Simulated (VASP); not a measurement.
# YSe in VASP: a series of runs

The runs below take YSe through electric field gradients, with LDA.

Everything below comes from runs of VASP 6.6.1. Logs are shortened: lines on timing, memory, paths and dates and some standing lists are left out, and cuts for length are marked.

### 1 The cell of the first run

It takes space group R-3m (No. 166, trigonal). The conventional cell has a = 4.025 Å, b = 4.025 Å, c = 10.158 Å, α = 90.00°, β = 90.00°, γ = 120.00°. Within 3.8 Å of Y (site symmetry -3m) lie 6 Se at 2.88 Å. Se (site symmetry -3m) has 6 Y at 2.88 Å within 3.8 Å.

### 2 Electric field gradients, LDA (equal xy, yz and zx shear strains of +2 %)

INCAR

```
SYSTEM = YSe
PREC     = Accurate       ! precision mode
ENCUT    = 520            ! plane-wave cutoff, eV
EDIFF    = 1E-8           ! SCF threshold, eV
ISMEAR   = -1             ! smearing method
SIGMA    = 0.03           ! smearing width, eV
LREAL    = .FALSE.        ! projectors in reciprocal space
LASPH    = .TRUE.         ! aspherical terms in the spheres
NELM     = 80             ! most SCF steps
ALGO     = Normal         ! electronic algorithm
ISIF     = 2              ! what is computed and relaxed
LWAVE    = .FALSE.        ! write WAVECAR
LCHARG   = .FALSE.        ! write CHGCAR
GGA      = CA             ! functional
LEFG     = .TRUE.       
NBANDS   = 16             ! bands
```

KPOINTS

```
regular mesh
0
G
  7 7 7
  0 0 0
```

POSCAR

```
YSe
1.0
    0.0575000000      2.9037500000      2.9037500000
    2.9037500000      0.0575000000      2.9037500000
    2.9037500000      2.9037500000      0.0575000000
Y Se
1 1
Direct
    0.0000000000      0.0000000000      0.0000000000
    0.5000000000      0.5000000000      0.5000000000
```

Potentials or basis: VASP PAW LDA potentials, release 64 (Y_sv, Se).

Launch:

```console
cat potpaw_LDA.64/Y_sv/POTCAR potpaw_LDA.64/Se/POTCAR > POTCAR
mpirun -np 1 vasp_std > vasp.out
```

OUTCAR:

```text
SYSTEM = YSe
   PREC = Accurate
   ENCUT = 520
   EDIFF = 1E-8
   ISMEAR = -1
   LREAL = .FALSE.
   LASPH = .TRUE.
   NELM = 80
   ISIF = 2
   GGA = CA

 ion  position               nearest neighbor table
   1  0.000  0.000  0.000-   2 2.88   2 2.88   2 2.88   2 2.88   2 2.88   2 2.88
   2  0.500  0.500  0.500-   1 2.88   1 2.88   1 2.88   1 2.88   1 2.88   1 2.88

  LATTYP: Found a trigonal (rhomboedric) cell.
 ALAT       =     4.1069251728
 COS(alpha) =     0.5197000882

  Lattice vectors:

 A1 = (   0.0575000000,   2.9037500000,   2.9037500000)
 A2 = (   2.9037500000,   0.0575000000,   2.9037500000)
 A3 = (   2.9037500000,   2.9037500000,   0.0575000000)

Analysis of symmetry for initial positions (statically):
=====================================================================
 Subroutine PRICEL returns:
 Original cell was already a primitive cell.

 Routine SETGRP: Setting up the symmetry group for a
 trigonal (rhombohedral) supercell.

 Subroutine GETGRP returns: Found 12 space group operations
 (whereof 12 operations were pure point group operations)
 out of a pool of 12 trial point group operations.

The static configuration has the point symmetry D_3d.

Analysis of symmetry for dynamics (positions and initial velocities):
=====================================================================
 Subroutine PRICEL returns:
 Original cell was already a primitive cell.

 Routine SETGRP: Setting up the symmetry group for a
 trigonal (rhombohedral) supercell.

 Subroutine GETGRP returns: Found 12 space group operations
 (whereof 12 operations were pure point group operations)
 out of a pool of 12 trial point group operations.

The dynamic configuration has the point symmetry D_3d.

 Subroutine INISYM returns: Found 12 space group operations
 (whereof 12 operations are pure point group operations),
 and found     1 'primitive' translations

----------------------------------------------------------------------------------------

                                     Primitive cell

  volume of cell :      47.5132

  direct lattice vectors                    reciprocal lattice vectors
     0.057500000  2.903750000  2.903750000    -0.177391993  0.173947489  0.173947489
     2.903750000  0.057500000  2.903750000     0.173947489 -0.177391993  0.173947489
     2.903750000  2.903750000  0.057500000     0.173947489  0.173947489 -0.177391993

  length of vectors
     4.106925173  4.106925173  4.106925173     0.303287614  0.303287614  0.303287614

  position of ions in fractional coordinates (direct lattice)
     0.000000000  0.000000000  0.000000000
     0.500000000  0.500000000  0.500000000

  ion indices of the primitive-cell ions
   primitive index   ion index
                 1           1
                 2           2

----------------------------------------------------------------------------------------

 KPOINTS: regular mesh

Automatic generation of k-mesh.
 Grid dimensions read from file:
 generate k-points for:    7    7    7

 Generating k-lattice:

  Cartesian coordinates                     Fractional coordinates (reciprocal lattice)
    -0.025341713  0.024849641  0.024849641     0.142857143  0.000000000 -0.000000000
     0.024849641 -0.025341713  0.024849641     0.000000000  0.142857143 -0.000000000
     0.024849641  0.024849641 -0.025341713     0.000000000  0.000000000  0.142857143

  Length of vectors
     0.043326802  0.043326802  0.043326802

  Shift w.r.t. Gamma in fractional coordinates (k-lattice)
     0.000000000  0.000000000  0.000000000

 Subroutine IBZKPT returns following result:
 ===========================================

 Found     44 irreducible k-points:

 Following reciprocal coordinates:
            Coordinates               Weight
  0.000000  0.000000  0.000000      1.000000
  0.142857  0.000000  0.000000      6.000000
  0.285714  0.000000  0.000000      6.000000
  0.428571  0.000000 -0.000000      6.000000
  0.142857  0.142857 -0.000000      6.000000
  0.285714  0.142857  0.000000     12.000000
[... 16 lines left out ...]
  0.285714  0.285714  0.142857      6.000000
  0.428571  0.285714  0.142857     12.000000
 [... further k-points ...]
   k-points           NKPTS =     44   k-points in BZ     NKDIM =     44   number of bands    NBANDS=     16
   number of dos      NEDOS =    301   number of ions     NIONS =      2
   total plane-waves  NPLWV =  32768
   dimension x,y,z NGX =    32 NGY =   32 NGZ =   32
   dimension x,y,z NGXF=    64 NGYF=   64 NGZF=   64
   ions per type =               1   1
   NGX,Y,Z   is equivalent  to a cutoff of  12.95, 12.95, 12.95 a.u.
   NGXF,Y,Z  is equivalent  to a cutoff of  25.91, 25.91, 25.91 a.u.
 SYSTEM =  YSe
   PREC   = accura    normal or accurate (medium, high low for compatibility)
   ISTART =      0    job   : 0-new  1-cont  2-samecut
   ICHARG =      2    charge: 1-file 2-atom 10-const
   ISPIN  =      1    spin polarized calculation?
   LNONCOLLINEAR =      F non collinear calculations
   LSORBIT =      F    spin-orbit coupling
   LASPH  =      T    aspherical Exc in radial PAW
   ENCUT  =  520.0 eV  38.22 Ry    6.18 a.u.   7.64  7.64  7.64*2*pi/ulx,y,z
   NELM   =     80;   NELMIN=  2; NELMDL= -5     # of ELM steps
   EDIFF  = 0.1E-07   stopping-criterion for ELM
   LREAL  =      F    real-space projection
   EDIFFG = 0.1E-06   stopping-criterion for IOM
   NSW    =      0    number of steps for IOM
   IBRION =     -1    ionic relax: 0-MD 1-quasi-New 2-CG
   NFREE  =      0    steps in history (QN), initial steepest desc. (CG)
   ISIF   =      2    stress and relaxation
   ISYM   =      2    0-nonsym 1-usesym 2-fastsym
   POTIM  = 0.5000    time-step for ionic-motion
   TEBEG  =    0.0;   TEEND  =   0.0 temperature during run
   PSTRESS=    0.0 pullay stress
   NELECT =      17.0000    total number of electrons
   NUPDOWN=      -1.0000    fix difference up-down
   EMIN   =  10.00;   EMAX   =-10.00  energy-range for DOS
   EFERMI =   0.00;   METHOD = LEGACY
   ISMEAR =    -1;   SIGMA  =   0.03  broadening in eV -4-tet -1-fermi 0-gaus
   EFERMI_NEDOS =   21; number of points for ismear=-14 and -15
   IALGO  =     38    algorithm
   IMIX   =      4    mixing-type and parameters
     AMIX     =   0.40;   BMIX     =  1.00
     AMIX_MAG =   1.60;   BMIX_MAG =  1.00
  volume/ion in A,a.u.               =      23.76       160.32
  Fermi-wavevector in a.u.,A,eV,Ry     =   1.162215  2.196268 18.377980  1.350743
  Thomas-Fermi vector in A             =   2.298778
   LORBIT       =      0    0 simple, 1 ext, 2 COOP (PROOUT), +10 PAW based schemes
   GGA     = CA    functional components
   LHFCALC =     F    Hartree Fock is set to
   AEXX    =    0.0000 exact exchange contribution
   IVDW    =     0    specifies the selected vdW correction
   LEPSILON=     F    determine dielectric tensor
   LRPA    =     F    only Hartree local field effects (RPA)
 non-spin polarized calculation
  energy-cutoff  :      520.00
  volume of cell :       47.51
 maximum number of plane-waves:      1295
   NGX = 15   NGY = 15   NGZ = 15

 number of electron      17.0000000 magnetization

 Free energy of the ion-electron system (eV)
  ---------------------------------------------------
  ext. energy  EPLUGINS =         0.00000000
  ---------------------------------------------------
  free energy    TOTEN  =       -14.89501035 eV

  energy without entropy =      -14.89274422  energy(sigma->0) =      -14.89387729

 E-fermi :   5.9567     XC(G=0): -10.4162

 val. band max:        5.9256015389   @ k =  -0.2857   0.1429   0.1429
 cond. band min:       6.0369747395   @ k =   0.4286   0.1429   0.0000
 fundamental gap:      0.1113732006
 Fermi energy:         5.9567255961

 k-point     1 :       0.0000    0.0000    0.0000
  band No.  band energies     occupation
      1     -37.5488      2.00000
      2     -17.6459      2.00000
      3     -17.6321      2.00000
      4     -17.6321      2.00000
      5      -9.2415      2.00000
      6       2.7924      2.00000
[... 8 lines left out ...]
     15      12.0952      0.00000
     16      17.7894      0.00000

 k-point     2 :       0.1429    0.0000    0.0000
  band No.  band energies     occupation
      1     -37.5456      2.00000
      2     -17.6903      2.00000
      3     -17.6471      2.00000
      4     -17.6365      2.00000
      5      -9.0599      2.00000
      6       1.7987      2.00000
[... 8 lines left out ...]
     15      12.8653      0.00000
     16      15.9078      0.00000
[... 387 lines left out ...]
      5      -8.7430      2.00000
      6       0.3798      2.00000
[... 8 lines left out ...]
     15      13.0731      0.00000
     16      14.1927      0.00000

 k-point    24 :       0.4286    0.2857    0.1429
  band No.  band energies     occupation
      1     -37.5346      2.00000
      2     -17.8110      2.00000
      3     -17.7065      2.00000
      4     -17.6635      2.00000
      5      -8.5426      2.00000
      6       0.0042      2.00000
[... 8 lines left out ...]
     15      12.2235      0.00000
     16      13.4883      0.00000

 [... further k-points ...]
[... 5 lines left out ...]
  --------------------------------------------------------------------------------------
  -------------------------------------------------------------------------------------
  Total       -1.3333663     -1.3333663     -1.3333663     -0.0497404     -0.0497404     -0.0497404
  in kB      -44.9620351    -44.9620351    -44.9620351     -1.6772792     -1.6772792     -1.6772792
  external PRESSURE =     -44.9620351 kB  Pullay stress =       0.0000000 kB

 VOLUME and BASIS-vectors are now :
 -----------------------------------------------------------------------------
  energy-cutoff  :      520.00
  volume of cell :       47.51
      direct lattice vectors                 reciprocal lattice vectors
     0.057500000  2.903750000  2.903750000    -0.177391993  0.173947489  0.173947489
     2.903750000  0.057500000  2.903750000     0.173947489 -0.177391993  0.173947489
     2.903750000  2.903750000  0.057500000     0.173947489  0.173947489 -0.177391993

 POSITION                                       TOTAL-FORCE (eV/Angst)
 -----------------------------------------------------------------------------------
      0.00000      0.00000      0.00000        -0.000000      0.000000     -0.000000
      2.93250      2.93250      2.93250         0.000000     -0.000000      0.000000
 -----------------------------------------------------------------------------------
    total drift:                                0.000000     -0.000000     -0.000000

  FREE ENERGIE OF THE ION-ELECTRON SYSTEM (eV)
  ---------------------------------------------------
  free  energy   TOTEN  =       -14.8950103524 eV

  energy  without entropy=      -14.8927442248  energy(sigma->0) =      -14.89387729

 Electric field gradients (V/A^2)
---------------------------------------------------------------------
 ion       V_xx      V_yy      V_zz      V_xy      V_xz      V_yz
---------------------------------------------------------------------
   1       0.000     0.000    -0.000    -1.491    -1.491    -1.491
   2      -0.000    -0.000     0.000     4.023     4.023     4.023
---------------------------------------------------------------------

 Electric field gradients after diagonalization (V/A^2)
 (convention: |V_zz| > |V_xx| > |V_yy|)
----------------------------------------------------------------------
 ion       V_xx      V_yy      V_zz     asymmetry (V_yy - V_xx)/ V_zz
----------------------------------------------------------------------
   1       1.491     1.491    -2.981       0.000
   2      -4.023    -4.023     8.046       0.000
----------------------------------------------------------------------

           NMR quadrupolar parameters

 Cq : quadrupolar parameter    Cq=e*Q*V_zz/h
 eta: asymmetry parameters     (V_yy - V_xx)/ V_zz
 Q  : nuclear electric quadrupole moment in mb (millibarn)
----------------------------------------------------------------------
 ion       Cq(MHz)       eta       Q (mb)
----------------------------------------------------------------------
   1      -0.007       0.000       1.000
   2       0.019       0.000       1.000
----------------------------------------------------------------------
```

Wall time 55 s (1 thread of AMD EPYC 7R13, shared host); peak memory 0.16 GiB.

What came out:

| Item | Value |
| --- | --- |
| Free energy | -14.8950 eV |
| Pressure | -4.5 GPa |

Stress tensor (GPa, compression positive):
```
-4.50 -0.17 -0.17
-0.17 -4.50 -0.17
-0.17 -0.17 -4.50
```

Levels at points of the mesh, in eV from the Fermi level:
```csv
k point,band 6,band 7,band 8,band 9,band 10,band 11
"(0.00, 0.00, 0.00)",-3.16,-3.00,-3.00,-0.51,-0.23,-0.23
```

Electric field gradients, principal values (V/Å²):
| atom | least | middle | greatest (by size) |
| --- | --- | --- | --- |
| 1 Y | 1.491 | 1.491 | -2.981 |
| 2 Se | -4.023 | -4.023 | 8.046 |

Caveat: the cell differs from its parent crystal (equal xy, yz and zx shear strains of +2 %); without QUAD_EFG the Cq values of the log hold for a quadrupole moment of 1 mb, not for the nuclei.

(Part 1 of 2 ends here.)
